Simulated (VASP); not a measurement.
# Rh (P6/mmm) in VASP: a series of runs, part 2 of 2

VASP 6.6.1.

### 5 Relaxation of cell and atoms, PBE, target pressure -6.8 GPa, at which the enthalpy is minimised

This run uses another cell than the first one: it holds 1 atom, not 3.

INCAR

```
  PREC = Accurate
  ENCUT = 600
  EDIFF = 1E-6
  ISMEAR = -1
  SIGMA = 0.1
  LREAL = False
  LASPH = True
  NELM = 100
  ALGO = Normal
  ISIF = 3
  LWAVE = False
  LCHARG = False
  GGA = PE
  IBRION = 2
  NSW = 32
  EDIFFG = -0.005
  PSTRESS = -68.0
```

KPOINTS

```
regular mesh
0
Gamma
  17 17 15
```

POSCAR

```
Rh
1.0
    2.6680022279      0.0000000000      0.0000000000
   -1.3340011139      2.3105577067      0.0000000000
    0.0000000000      0.0000000000      2.5816570400
Rh
1
Direct
    0.0000000000      0.0000000000      0.0000000000
```

Potentials or basis: VASP PAW PBE potentials, release 64 (Rh_pv).

On the command line:

```bash
> cat potpaw_PBE.64/Rh_pv/POTCAR > POTCAR
> mpirun -np 1 vasp_std > vasp.out
```

OUTCAR:

```text
PREC = Accurate
   ENCUT = 600
   EDIFF = 1E-6
   ISMEAR = -1
   LREAL = False
   LASPH = True
   NELM = 100
   ISIF = 3
   GGA = PE
   IBRION = 2
   NSW = 32
   EDIFFG = -0.005
   PSTRESS = -68.0

 ion  position               nearest neighbor table
   1  0.000  0.000  0.000-

  LATTYP: Found a hexagonal cell.
 ALAT       =     2.6680022279
 C/A-ratio  =     0.9676367632

  Lattice vectors:

 A1 = (   2.6680022279,   0.0000000000,   0.0000000000)
 A2 = (  -1.3340011139,   2.3105577067,   0.0000000000)
 A3 = (   0.0000000000,   0.0000000000,   2.5816570400)

Analysis of symmetry for initial positions (statically):
=====================================================================
 Subroutine PRICEL returns:
 Original cell was already a primitive cell.

 Routine SETGRP: Setting up the symmetry group for a
 hexagonal supercell.

 Subroutine GETGRP returns: Found 24 space group operations
 (whereof 24 operations were pure point group operations)
 out of a pool of 24 trial point group operations.

The static configuration has the point symmetry D_6h.

Analysis of symmetry for dynamics (positions and initial velocities):
=====================================================================
 Subroutine PRICEL returns:
 Original cell was already a primitive cell.

 Routine SETGRP: Setting up the symmetry group for a
 hexagonal supercell.

 Subroutine GETGRP returns: Found 24 space group operations
 (whereof 24 operations were pure point group operations)
 out of a pool of 24 trial point group operations.

The dynamic configuration has the point symmetry D_6h.

 Subroutine INISYM returns: Found 24 space group operations
 (whereof 24 operations are pure point group operations),
 and found     1 'primitive' translations

----------------------------------------------------------------------------------------

                                     Primitive cell

  volume of cell :      15.9148

  direct lattice vectors                    reciprocal lattice vectors
     2.668002228  0.000000000  0.000000000     0.374812281  0.216397971  0.000000000
    -1.334001114  2.310557707  0.000000000     0.000000000  0.432795942  0.000000000
     0.000000000  0.000000000  2.581657040     0.000000000  0.000000000  0.387348120

  length of vectors
     2.668002228  2.668002228  2.581657040     0.432795942  0.432795942  0.387348120

  position of ions in fractional coordinates (direct lattice)
     0.000000000  0.000000000  0.000000000

  ion indices of the primitive-cell ions
   primitive index   ion index
                 1           1

----------------------------------------------------------------------------------------

 KPOINTS: regular mesh

Automatic generation of k-mesh.
 Grid dimensions read from file:
 generate k-points for:   17   17   15

 Generating k-lattice:

[... 22 lines left out ...]
  0.235294  0.000000  0.000000      6.000000
  0.294118  0.000000  0.000000      6.000000
[... 16 lines left out ...]
  0.411765  0.117647  0.000000     12.000000
  0.176471  0.176471  0.000000      6.000000
 [... further k-points ...]
   k-points           NKPTS =    264   k-points in BZ     NKDIM =    264   number of bands    NBANDS=     11
   number of dos      NEDOS =    301   number of ions     NIONS =      1
   total plane-waves  NPLWV =  13824
   dimension x,y,z NGX =    24 NGY =   24 NGZ =   24
   dimension x,y,z NGXF=    48 NGYF=   48 NGZF=   48
   ions per type =               1
   NGX,Y,Z   is equivalent  to a cutoff of  14.95, 14.95, 15.45 a.u.
   NGXF,Y,Z  is equivalent  to a cutoff of  29.91, 29.91, 30.91 a.u.
 SYSTEM =  unknown system
   PREC   = accura    normal or accurate (medium, high low for compatibility)
   ISTART =      0    job   : 0-new  1-cont  2-samecut
   ICHARG =      2    charge: 1-file 2-atom 10-const
   ISPIN  =      1    spin polarized calculation?
   LNONCOLLINEAR =      F non collinear calculations
   LSORBIT =      F    spin-orbit coupling
   LASPH  =      T    aspherical Exc in radial PAW
   ENCUT  =  600.0 eV  44.10 Ry    6.64 a.u.   5.33  5.33  5.16*2*pi/ulx,y,z
   NELM   =    100;   NELMIN=  2; NELMDL= -5     # of ELM steps
   EDIFF  = 0.1E-05   stopping-criterion for ELM
   LREAL  =      F    real-space projection
   EDIFFG = -.5E-02   stopping-criterion for IOM
   NSW    =     32    number of steps for IOM
   IBRION =      2    ionic relax: 0-MD 1-quasi-New 2-CG
   NFREE  =      1    steps in history (QN), initial steepest desc. (CG)
   ISIF   =      3    stress and relaxation
   ISYM   =      2    0-nonsym 1-usesym 2-fastsym
   POTIM  = 0.5000    time-step for ionic-motion
   TEBEG  =    0.0;   TEEND  =   0.0 temperature during run
   PSTRESS=  -68.0 pullay stress
   NELECT =      15.0000    total number of electrons
   NUPDOWN=      -1.0000    fix difference up-down
   EMIN   =  10.00;   EMAX   =-10.00  energy-range for DOS
   EFERMI =   0.00;   METHOD = LEGACY
   ISMEAR =    -1;   SIGMA  =   0.10  broadening in eV -4-tet -1-fermi 0-gaus
   EFERMI_NEDOS =   21; number of points for ismear=-14 and -15
   IALGO  =     38    algorithm
   IMIX   =      4    mixing-type and parameters
     AMIX     =   0.40;   BMIX     =  1.00
     AMIX_MAG =   1.60;   BMIX_MAG =  1.00
  volume/ion in A,a.u.               =      15.91       107.40
  Fermi-wavevector in a.u.,A,eV,Ry     =   1.605110  3.033218 35.053741  2.576377
  Thomas-Fermi vector in A             =   2.701508
   LORBIT       =      0    0 simple, 1 ext, 2 COOP (PROOUT), +10 PAW based schemes
   GGA     = PE    functional components
   LHFCALC =     F    Hartree Fock is set to
   AEXX    =    0.0000 exact exchange contribution
   IVDW    =     0    specifies the selected vdW correction
   LEPSILON=     F    determine dielectric tensor
   LRPA    =     F    only Hartree local field effects (RPA)
 conjugate gradient relaxation of ions
 non-spin polarized calculation
  energy-cutoff  :      600.00
  volume of cell :       15.91
 maximum number of plane-waves:       550
 NGX is ok and might be reduce to    24

--------------------------------------- Ionic step        1  -------------------------------------------

 number of electron      14.9999999 magnetization

 Free energy of the ion-electron system (eV)
  ---------------------------------------------------
  ext. energy  EPLUGINS =         0.00000000
  ---------------------------------------------------
  free energy    TOTEN  =        -6.78036121 eV

  energy without entropy =       -6.72064177  energy(sigma->0) =       -6.75050149

------------------------ aborting loop because EDIFF is reached ----------------------------------------

  FORCE on cell =-STRESS in cart. coord.  units (eV):
  Direction    XX          YY          ZZ          XY          YZ          ZX
  --------------------------------------------------------------------------------------
  -------------------------------------------------------------------------------------
  Total       -0.6842676     -0.6842676     -0.6891910     -0.0000000     -0.0000000      0.0000000
  in kB      -68.8866409    -68.8866409    -69.3822860     -0.0000000     -0.0000000      0.0000000
  external PRESSURE =      -1.0518559 kB  Pullay stress =     -68.0000000 kB
[... 61 lines left out ...]
--------------------------------------- Ionic step        3  -------------------------------------------

 number of electron      14.9999999 magnetization

 Free energy of the ion-electron system (eV)
  ---------------------------------------------------
  ext. energy  EPLUGINS =         0.00000000
  ---------------------------------------------------
  free energy    TOTEN  =        -6.78076658 eV

  energy without entropy =       -6.72110297  energy(sigma->0) =       -6.75093477

 E-fermi :   9.4120     XC(G=0): -13.0184

 val. band max:        9.4075446811   @ k =   0.3529   0.2941   0.3333
 cond. band min:       9.4129227682   @ k =   0.3529   0.1176   0.2667
 fundamental gap:      0.0053780871
 Fermi energy:         9.4119980503

 k-point     1 :       0.0000    0.0000    0.0000
  band No.  band energies     occupation
      1     -36.5736      2.00000
      2     -36.5736      2.00000
      3     -36.5271      2.00000
      4       2.5986      2.00000
      5       4.5628      2.00000
      6       6.9971      2.00000
      7       6.9971      2.00000
      8      10.2023      0.00074
      9      10.2023      0.00074
     10      25.3678      0.00000
     11      25.9293      0.00000
[... 309 lines left out ...]
 k-point    24 :       0.1765    0.1765    0.0000
  band No.  band energies     occupation
      1     -36.9548      2.00000
      2     -36.7101      2.00000
      3     -36.4809      2.00000
      4       4.9426      2.00000
      5       5.7247      2.00000
      6       5.8166      2.00000
      7       8.8067      1.99531
      8       9.7507      0.06543
      9       9.7918      0.04384
     10      22.8837      0.00000
     11      23.2505      0.00000

 [... further k-points ...]
[... 5 lines left out ...]
  --------------------------------------------------------------------------------------
  -------------------------------------------------------------------------------------
  Total       -0.6738513     -0.6738513     -0.6775009     -0.0000000      0.0000000      0.0000000
  in kB      -67.8784521    -67.8784521    -68.2460821     -0.0000000      0.0000000      0.0000000
  external PRESSURE =      -0.0009954 kB  Pullay stress =     -68.0000000 kB
[... 20 lines left out ...]
  energy  without entropy=       -6.7211029695  energy(sigma->0) =       -6.75093477

  enthalpy is  TOTEN    =        -7.4558245558 eV   P V=       -0.6750579773

 reached required accuracy - stopping structural energy minimisation
```

OSZICAR:

```text
N       E                     dE             d eps       ncg     rms          rms(c)
DAV:   1     0.126603934192E+03    0.12660E+03   -0.10183E+04  5816   0.158E+03
DAV:   2    -0.541695024060E+01   -0.13202E+03   -0.12618E+03  6006   0.404E+02
DAV:   3    -0.713361171204E+01   -0.17167E+01   -0.16975E+01  6585   0.522E+01
[... 17 lines left out ...]
DAV:   1    -0.678105642652E+01    0.32148E-03   -0.40864E-03  6105   0.103E+00    0.116E-01
DAV:   2    -0.678076973372E+01    0.28669E-03   -0.80467E-04  6063   0.414E-01    0.202E-02
DAV:   3    -0.678076799190E+01    0.17418E-05   -0.44951E-06  6111   0.249E-02    0.124E-02
DAV:   4    -0.678076662960E+01    0.13623E-05   -0.20910E-06  5623   0.173E-02    0.160E-03
DAV:   5    -0.678076657849E+01    0.51110E-07   -0.88859E-08  2982   0.388E-03
   3 F= -.74558246E+01 E0= -.74259928E+01  d E =-.295472E-05
```

CONTCAR:

```text
Rh
   1.00000000000000
     2.6675555328032985   -0.0000000000007510    0.0000000000000000
    -1.3337777663523080    2.3101708573992759    0.0000000000000000
     0.0000000000000000   -0.0000000000000000    2.5809831737348525
  Rh
     1
Direct
     0.0000000000000000    0.0000000000000000    0.0000000000000000

  0.00000000E+00  0.00000000E+00  0.00000000E+00
```

Run time: 1.9 min. Hardware: 1 thread of Intel Xeon 8259CL, shared host; peak memory 0.19 GiB.

What came out:

```
Free energy                                                : -6.7808 eV
Relaxed volume                                             : 15.91 Å³/atom
Relaxed cell                                               : a = 2.668 Å, b = 2.668 Å, c = 2.581 Å, α = 90.00°, β = 90.00°, γ = 120.00°
Space group after relaxing (to 0.1 Å)                      : P6/mmm (No. 191)
Energy change on relaxing (the run minimises the enthalpy) : -0.4 meV/atom
Ionic steps                                                : 3
Pressure after relaxing                                    : -6.8 GPa
Band gap on the k mesh                                     : zero (an odd number of electrons rules out a gap without spin polarisation)
```

Step by step:
| step | energy change (eV) | largest force (eV/Å) | pressure (GPa) | volume (Å³) |
| --- | --- | --- | --- | --- |
| 1 | 0.0000 | 0.0000 | -6.91 | 15.91 |
| 2 | -0.0010 | 0.0000 | -6.63 | 15.89 |
| 3 | -0.0004 | 0.0000 | -6.80 | 15.91 |

Final structure:
```cif
data_structure
_symmetry_space_group_name_H-M 'P 1'
_symmetry_Int_Tables_number 1
_cell_length_a 2.6676
_cell_length_b 2.6676
_cell_length_c 2.5810
_cell_angle_alpha 90.000
_cell_angle_beta 90.000
_cell_angle_gamma 120.000
_cell_volume 15.91
loop_
_atom_site_label
_atom_site_type_symbol
_atom_site_fract_x
_atom_site_fract_y
_atom_site_fract_z
_atom_site_occupancy
Rh1 Rh 0.00000 0.00000 0.00000 1
```

Caveat: the cell is relaxed towards a set pressure, so the run minimises the enthalpy, not the energy.

### 6 The runs side by side

```tsv
cell	k mesh	gap on the mesh (eV)	pressure (GPa)
relaxed to -6.8 GPa from a = 4.324, b = 4.324, c = 2.681 Å, angles 90.0, 90.0, 120.0°, 3 atoms, atomic positions A	8 × 8 × 12	none	-6.8
relaxed to -6.8 GPa from a = 4.381, b = 4.381, c = 2.694 Å, angles 90.0, 90.0, 120.0°, 3 atoms, atomic positions A	8 × 8 × 12	none	-6.8
relaxed to -6.8 GPa from a = 2.646, b = 2.646, c = 2.488 Å, angles 90.0, 90.0, 120.0°, 1 atom, atomic positions B	17 × 17 × 15	none	-6.8
relaxed to -6.8 GPa from a = 2.668, b = 2.668, c = 2.582 Å, angles 90.0, 90.0, 120.0°, 1 atom, atomic positions B	17 × 17 × 15	none	-6.8
```

Alike in all rows: task relaxation of cell and atoms; level PBE; potentials or basis VASP PAW PBE potentials, release 64 (Rh_pv); no spin polarisation; cutoff (eV) 600; smearing fermi-dirac 0.1 eV.

Caveats: the cell is relaxed towards a set pressure, so the run minimises the enthalpy, not the energy.

Total energies depend on the potentials used, so only differences within one code and one set of settings carry meaning.
